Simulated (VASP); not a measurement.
# Re2Rh (C2/m) in VASP: single point with PBE

Aim: the single point of Re2Rh with PBE.

All numbers are computed with VASP 6.6.1; they aren't measurements. Logs are shortened: lines on timing, memory, paths and dates and some standing lists are left out, and cuts for length are marked.

### 1 The cell of the first run

The structure is monoclinic, space group C2/m (No. 12). Conventional cell: a = 10.226 Å, b = 3.411 Å, c = 4.547 Å, α = 90.00°, β = 102.58°, γ = 90.00°. Re (site symmetry m) has 4 Rh at 2.23 to 2.53 Å and 9 Re at 2.81 to 3.00 Å within 3.1 Å. Re (site symmetry m) has 3 Rh at 2.28 to 2.37 Å and 9 Re at 2.67 to 3.00 Å within 3.1 Å. Rh (site symmetry m) has 7 Re at 2.23 to 2.53 Å and 2 Rh at 2.34 Å within 2.9 Å.

### 2 Single point, PBE

POSCAR reads:

```
Re2Rh
1.0
    0.0000000000      3.4112983000      0.0000000000
    5.1129349400     -1.7056491500      0.0000000000
    0.9903601800      0.0000000000     -4.4378993800
Re Rh
4 2
Direct
    0.1560000000      0.3120000000      0.6790000000
    0.8440000000      0.6880000000      0.3210000000
    0.5760000000      0.1520000000      0.2040000000
    0.4240000000      0.8480000000      0.7960000000
    0.2260000000      0.4520000000      0.1800000000
    0.7740000000      0.5480000000      0.8200000000
```

INCAR.step1 reads:

```
SYSTEM = Re2Rh
PREC     = Accurate       ! precision mode
ENCUT    = 520            ! plane-wave cutoff, eV
EDIFF    = 1E-6           ! SCF threshold, eV
ISMEAR   = -1             ! smearing method
SIGMA    = 0.1            ! smearing width, eV
LREAL    = .FALSE.        ! projectors in reciprocal space
LASPH    = .TRUE.         ! aspherical terms in the spheres
NELM     = 100            ! most SCF steps
ALGO     = Normal         ! electronic algorithm
ISIF     = 2              ! what is computed and relaxed
LWAVE    = .FALSE.        ! write WAVECAR
LCHARG   = .TRUE.         ! write CHGCAR
LMAXMIX  = 4              ! l up to which the mixer works
GGA      = PE             ! functional
NBANDS   = 38             ! bands
```

KPOINTS.step1 reads:

```
regular mesh
0
G
  7 7 5
  0 0 0
```

INCAR.step2 reads:

```
SYSTEM = Re2Rh
PREC     = Accurate       ! precision mode
ENCUT    = 520            ! plane-wave cutoff, eV
EDIFF    = 1E-6           ! SCF threshold, eV
ISMEAR   = -5             ! smearing method
SIGMA    = 0.1            ! smearing width, eV
LREAL    = .FALSE.        ! projectors in reciprocal space
LASPH    = .TRUE.         ! aspherical terms in the spheres
NELM     = 100            ! most SCF steps
ALGO     = Normal         ! electronic algorithm
ISIF     = 2              ! what is computed and relaxed
LWAVE    = .FALSE.        ! write WAVECAR
LCHARG   = .FALSE.        ! write CHGCAR
LMAXMIX  = 4              ! l up to which the mixer works
GGA      = PE             ! functional
LORBIT   = 11             ! projections on sites
NEDOS    = 2001           ! points of the DOS
ICHARG   = 11             ! starting density
```

KPOINTS.step2 reads:

```
regular mesh
0
G
  11 11 8
  0 0 0
```

Potentials or basis: VASP PAW PBE potentials, release 64 (Re, Rh_pv).

Run with:

```bash
> cat potpaw_PBE.64/Re/POTCAR potpaw_PBE.64/Rh_pv/POTCAR > POTCAR
> cp INCAR.step1 INCAR
> cp KPOINTS.step1 KPOINTS
> mpirun -np 1 vasp_std > vasp.out
> cp INCAR.step2 INCAR
> cp KPOINTS.step2 KPOINTS
> mpirun -np 1 vasp_std > vasp.out
```

OUTCAR:

```text
SYSTEM = Re2Rh
   PREC = Accurate
   ENCUT = 520
   EDIFF = 1E-6
   ISMEAR = -5
   LREAL = .FALSE.
   LASPH = .TRUE.
   NELM = 100
   ISIF = 2
   GGA = PE
   LORBIT = 11
   ICHARG = 11

 ion  position               nearest neighbor table
   1  0.156  0.312  0.679-   5 2.23   6 2.26   6 2.26   5 2.53   2 2.81   2 2.81   4 2.88   4 2.88
                             3 2.90   3 2.90   4 2.90   3 3.00   3 3.00
   2  0.844  0.688  0.321-   6 2.23   5 2.26   5 2.26   6 2.53   1 2.81   1 2.81   3 2.88   3 2.88
                             4 2.90   4 2.90   3 2.90   4 3.00   4 3.00
   3  0.576  0.152  0.204-   5 2.28   5 2.28   6 2.37   4 2.67   4 2.80   2 2.88   2 2.88   1 2.90
                             1 2.90   2 2.90   1 3.00   1 3.00
   4  0.424  0.848  0.796-   6 2.28   6 2.28   5 2.37   3 2.67   3 2.80   1 2.88   1 2.88   2 2.90
                             2 2.90   1 2.90   2 3.00   2 3.00
   5  0.226  0.452  0.180-   1 2.23   2 2.26   2 2.26   3 2.28   3 2.28   6 2.34   6 2.34   4 2.37
                             1 2.53
   6  0.774  0.548  0.820-   2 2.23   1 2.26   1 2.26   4 2.28   4 2.28   5 2.34   5 2.34   3 2.37
                             2 2.53

  LATTYP: Found a base centered monoclinic cell.
 ALAT       =    10.2258698800
 B/A-ratio  =     0.3335949254
 C/A-ratio  =     0.4446625180
 COS(beta)  =    -0.2178022615

  Lattice vectors:

 A1 = (  -5.1129349400,  -1.7056491500,   0.0000000000)
 A2 = (  -5.1129349400,   1.7056491500,   0.0000000000)
 A3 = (   0.9903601800,   0.0000000000,  -4.4378993800)

Analysis of symmetry for initial positions (statically):
=====================================================================
 Subroutine PRICEL returns:
 Original cell was already a primitive cell.

 Routine SETGRP: Setting up the symmetry group for a
 base centered monoclinic supercell.

 Subroutine GETGRP returns: Found  4 space group operations
 (whereof  4 operations were pure point group operations)
 out of a pool of  4 trial point group operations.

The static configuration has the point symmetry C_2h.

Analysis of symmetry for dynamics (positions and initial velocities):
=====================================================================
 Subroutine PRICEL returns:
 Original cell was already a primitive cell.

 Routine SETGRP: Setting up the symmetry group for a
 base centered monoclinic supercell.

 Subroutine GETGRP returns: Found  4 space group operations
 (whereof  4 operations were pure point group operations)
 out of a pool of  4 trial point group operations.

The dynamic configuration has the point symmetry C_2h.

 Subroutine INISYM returns: Found  4 space group operations
 (whereof  4 operations are pure point group operations),
 and found     1 'primitive' translations

----------------------------------------------------------------------------------------

                                     Primitive cell

  volume of cell :      77.4047

  direct lattice vectors                    reciprocal lattice vectors
     0.000000000  3.411298300  0.000000000     0.097791192  0.293143523  0.021823050
     5.112934940 -1.705649150  0.000000000     0.195582383  0.000000000  0.043646101
     0.990360180  0.000000000 -4.437899380     0.000000000  0.000000000 -0.225331833

  length of vectors
     3.411298300  5.389929751  4.547061050     0.309794266  0.200393240  0.225331833

  position of ions in fractional coordinates (direct lattice)
     0.156000000  0.312000000  0.679000000
     0.844000000  0.688000000  0.321000000
     0.576000000  0.152000000  0.204000000
     0.424000000  0.848000000  0.796000000
     0.226000000  0.452000000  0.180000000
     0.774000000  0.548000000  0.820000000

  ion indices of the primitive-cell ions
   primitive index   ion index
                 1           1
                 2           2
                 3           3
                 4           4
                 5           5
                 6           6

----------------------------------------------------------------------------------------

 KPOINTS: regular mesh

Automatic generation of k-mesh.
 Grid dimensions read from file:
 generate k-points for:   11   11    8

 Generating k-lattice:

  Cartesian coordinates                     Fractional coordinates (reciprocal lattice)
     0.008890108  0.026649411  0.001983914     0.090909091  0.000000000  0.000000000
     0.017780217  0.000000000  0.003967827     0.000000000  0.090909091  0.000000000
     0.000000000  0.000000000 -0.028166479     0.000000000  0.000000000  0.125000000

  Length of vectors
     0.028163115  0.018217567  0.028166479

  Shift w.r.t. Gamma in fractional coordinates (k-lattice)
     0.000000000  0.000000000  0.000000000

 TETIRR: Found   2900 inequivalent tetrahedra from     5808

 Subroutine IBZKPT returns following result:
 ===========================================

 Found    270 irreducible k-points:

 Following reciprocal coordinates:
            Coordinates               Weight
  0.000000  0.000000  0.000000      1.000000
  0.090909  0.000000  0.000000      4.000000
  0.181818  0.000000  0.000000      4.000000
  0.272727  0.000000  0.000000      4.000000
  0.363636 -0.000000 -0.000000      4.000000
  0.454545  0.000000  0.000000      4.000000
[... 16 lines left out ...]
 -0.454545  0.181818 -0.000000      4.000000
 -0.363636  0.181818  0.000000      2.000000
 [... further k-points ...]
   k-points           NKPTS =    270   k-points in BZ     NKDIM =    270   number of bands    NBANDS=     34
   number of dos      NEDOS =   2001   number of ions     NIONS =      6
   total plane-waves  NPLWV =  40320
   dimension x,y,z NGX =    28 NGY =   40 NGZ =   36
   dimension x,y,z NGXF=    56 NGYF=   80 NGZF=   72
   ions per type =               4   2
   NGX,Y,Z   is equivalent  to a cutoff of  13.65, 12.34, 13.16 a.u.
   NGXF,Y,Z  is equivalent  to a cutoff of  27.29, 24.68, 26.32 a.u.
 SYSTEM =  Re2Rh
   PREC   = accura    normal or accurate (medium, high low for compatibility)
   ISTART =      0    job   : 0-new  1-cont  2-samecut
   ICHARG =     11    charge: 1-file 2-atom 10-const
   ISPIN  =      1    spin polarized calculation?
   LNONCOLLINEAR =      F non collinear calculations
   LSORBIT =      F    spin-orbit coupling
   LASPH  =      T    aspherical Exc in radial PAW
   ENCUT  =  520.0 eV  38.22 Ry    6.18 a.u.   6.34 10.02  8.45*2*pi/ulx,y,z
   NELM   =    100;   NELMIN=  2; NELMDL=  0     # of ELM steps
   EDIFF  = 0.1E-05   stopping-criterion for ELM
   LREAL  =      F    real-space projection
   EDIFFG = 0.1E-04   stopping-criterion for IOM
   NSW    =      0    number of steps for IOM
   IBRION =     -1    ionic relax: 0-MD 1-quasi-New 2-CG
   NFREE  =      0    steps in history (QN), initial steepest desc. (CG)
   ISIF   =      2    stress and relaxation
   ISYM   =      2    0-nonsym 1-usesym 2-fastsym
   POTIM  = 0.5000    time-step for ionic-motion
   TEBEG  =    0.0;   TEEND  =   0.0 temperature during run
   PSTRESS=    0.0 pullay stress
   NELECT =      58.0000    total number of electrons
   NUPDOWN=      -1.0000    fix difference up-down
   EMIN   =  10.00;   EMAX   =-10.00  energy-range for DOS
   EFERMI =   0.00;   METHOD = LEGACY
   ISMEAR =    -5;   SIGMA  =   0.10  broadening in eV -4-tet -1-fermi 0-gaus
   EFERMI_NEDOS =   21; number of points for ismear=-14 and -15
   IALGO  =     38    algorithm
   IMIX   =      4    mixing-type and parameters
     AMIX     =   0.40;   BMIX     =  1.00
     AMIX_MAG =   1.60;   BMIX_MAG =  1.00
  volume/ion in A,a.u.               =      12.90        87.06
  Fermi-wavevector in a.u.,A,eV,Ry     =   1.486945  2.809919 30.082572  2.211007
  Thomas-Fermi vector in A             =   2.600168
   LORBIT       =     11    0 simple, 1 ext, 2 COOP (PROOUT), +10 PAW based schemes
   GGA     = PE    functional components
   LHFCALC =     F    Hartree Fock is set to
   AEXX    =    0.0000 exact exchange contribution
   IVDW    =     0    specifies the selected vdW correction
   LEPSILON=     F    determine dielectric tensor
   LRPA    =     F    only Hartree local field effects (RPA)
 non-spin polarized calculation
 Fermi weights with tetrahedron method with Bloechl corrections
  energy-cutoff  :      520.00
  volume of cell :       77.40
 maximum number of plane-waves:      2102
 NGX is ok and might be reduce to    28

 number of electron      57.9999996 magnetization

 Free energy of the ion-electron system (eV)
  ---------------------------------------------------
  ext. energy  EPLUGINS =         0.00000000
  ---------------------------------------------------
  free energy    TOTEN  =       -49.38157871 eV

  energy without entropy =      -49.38157871  energy(sigma->0) =      -49.38157871

 E-fermi :  11.4683     XC(G=0): -14.3276

 val. band max:       11.5023402778   @ k =   0.0909   0.0000   0.1250
 cond. band min:      11.3600732002   @ k =   0.0000   0.0000   0.0000
 fundamental gap:     -0.1422670776
 Fermi energy:        11.4683309691

 k-point     1 :       0.0000    0.0000    0.0000
  band No.  band energies     occupation
      1     -37.7668      2.00000
      2     -37.5210      2.00000
      3     -37.1808      2.00000
      4     -37.0741      2.00000
      5     -37.0272      2.00000
      6     -36.9118      2.00000
[... 26 lines left out ...]
     33      12.9390      0.00000
     34      13.5501      0.00000

 k-point     2 :       0.0909    0.0000    0.0000
  band No.  band energies     occupation
      1     -37.7682      2.00000
      2     -37.5357      2.00000
      3     -37.1758      2.00000
      4     -37.0616      2.00000
      5     -37.0283      2.00000
      6     -36.9090      2.00000
[... 26 lines left out ...]
     33      13.1250      0.00000
     34      13.3495      0.00000

 k-point     3 :       0.1818    0.0000    0.0000
  band No.  band energies     occupation
      1     -37.7707      2.00000
      2     -37.5735      2.00000
      3     -37.1615      2.00000
      4     -37.0331      2.00000
      5     -37.0287      2.00000
      6     -36.9024      2.00000
[... 26 lines left out ...]
     33      12.6706      0.00000
     34      13.2967      0.00000
[... 704 lines left out ...]
 k-point    23 :      -0.4545    0.1818   -0.0000
  band No.  band energies     occupation
      1     -37.7429      2.00000
      2     -37.7123      2.00000
      3     -37.0907      2.00000
      4     -37.0689      2.00000
      5     -36.9220      2.00000
      6     -36.9029      2.00000
[... 26 lines left out ...]
     33      12.4701      0.00000
     34      13.0119      0.00000

 k-point    24 :      -0.3636    0.1818    0.0000
  band No.  band energies     occupation
      1     -37.7619      2.00000
      2     -37.6707      2.00000
      3     -37.1156      2.00000
      4     -37.0518      2.00000
      5     -36.9520      2.00000
      6     -36.8949      2.00000
[... 26 lines left out ...]
     33      12.4548      0.00000
     34      12.7589      0.00000

 [... further k-points ...]
[... 5 lines left out ...]
  --------------------------------------------------------------------------------------
  -------------------------------------------------------------------------------------
  Total       59.8367433     71.2049883     58.8169825      0.0000000      0.0000000      5.5686495
  in kB     1238.5430735   1473.8510190   1217.4353459      0.0000000      0.0000000    115.2638303
  external PRESSURE =    1309.9431461 kB  Pullay stress =       0.0000000 kB

 VOLUME and BASIS-vectors are now :
 -----------------------------------------------------------------------------
  energy-cutoff  :      520.00
  volume of cell :       77.40
      direct lattice vectors                 reciprocal lattice vectors
     0.000000000  3.411298300  0.000000000     0.097791192  0.293143523  0.021823050
     5.112934940 -1.705649150  0.000000000     0.195582383  0.000000000  0.043646101
     0.990360180  0.000000000 -4.437899380     0.000000000  0.000000000 -0.225331833

 POSITION                                       TOTAL-FORCE (eV/Angst)
 -----------------------------------------------------------------------------------
      2.26769      0.00000     -3.01333       -10.148658      0.000000     -2.613252
      3.83560      1.70565     -1.42457        10.148658      0.000000      2.613252
      0.97920      1.70565     -0.90533       -11.166516      0.000000     -3.023850
      5.12410      0.00000     -3.53257        11.166516      0.000000      3.023850
      2.48931      0.00000     -0.79882        -1.647545      0.000000      2.793893
      3.61398      1.70565     -3.63908         1.647545     -0.000000     -2.793893
 -----------------------------------------------------------------------------------
    total drift:                                0.000000     -0.000000      0.000000

  FREE ENERGIE OF THE ION-ELECTRON SYSTEM (eV)
  ---------------------------------------------------
  free  energy   TOTEN  =       -49.3815787099 eV

  energy  without entropy=      -49.3815787099  energy(sigma->0) =      -49.38157871

 total charge

# of ion       s       p       d       tot
------------------------------------------
    1        0.685   0.729   5.223   6.637
    2        0.685   0.729   5.223   6.637
    3        0.660   0.683   5.097   6.439
    4        0.660   0.683   5.097   6.439
    5        0.730   6.760   7.632  15.123
    6        0.730   6.760   7.632  15.123
--------------------------------------------------
tot          4.150  16.344  35.903  56.397
```

It took 16 min on 1 thread of Intel Xeon Platinum 8259CL at 2.50GHz (Skylake/Cascade Lake), shared host; peak memory 0.65 GiB.

What came out:

```
Valence electrons inside the program's atomic spheres : Re 6.64, 6.44 (each value once); Rh 15.12
```

Levels at points of the mesh, in eV from the Fermi level:
```
           k point  band 26  band 27  band 28  band 29  band 30  band 31  band 32  band 33
(0.00, 0.00, 0.00)    -1.13    -1.02    -0.40    -0.14    -0.11     1.27     1.29     1.47
(0.00, 0.00, 0.50)    -1.35    -0.48    -0.28     0.33     0.72     0.94     1.83     1.90
```

Caveat: spin-orbit coupling is left out, which moves the levels of the heavy elements.
